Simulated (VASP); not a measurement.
A run of VASP 6.6.1 is set up as follows.

Contents of INCAR:

```
SYSTEM = ZnS
PREC = Accurate ; ENCUT = 600
EDIFF = 1E-6 ; ISMEAR = -1
SIGMA = 0.05 ; LREAL = .FALSE.
LASPH = .TRUE. ; NELM = 80
ALGO = Normal ; ISIF = 3
LWAVE = .FALSE. ; LCHARG = .FALSE.
GGA = PE ; IVDW = 12
IBRION = 2 ; NSW = 80
EDIFFG = -0.005
```

KPOINTS

```
regular mesh
0
G
  9 9 9
  0 0 0
```

File POSCAR:

```
ZnS
1.0
    0.0000000000      2.7020000000      2.7020000000
    2.7020000000      0.0000000000      2.7020000000
    2.7020000000      2.7020000000      0.0000000000
Zn S
1 1
Direct
    0.7500000000      0.7500000000      0.7500000000
    0.0000000000      0.0000000000      0.0000000000
```

Potentials or basis: VASP PAW PBE potentials, release 64 (Zn, S).

The run is started by

```console
$ cat potpaw_PBE.64/Zn/POTCAR potpaw_PBE.64/S/POTCAR > POTCAR
$ mpirun -np 1 vasp_std > vasp.out
```

(1) Estimate the band gap on the k mesh.

(2) What does it give for the relaxed volume?

Results:

(1) 2.17 eV, direct.

(2) 19.47 Å³/atom.
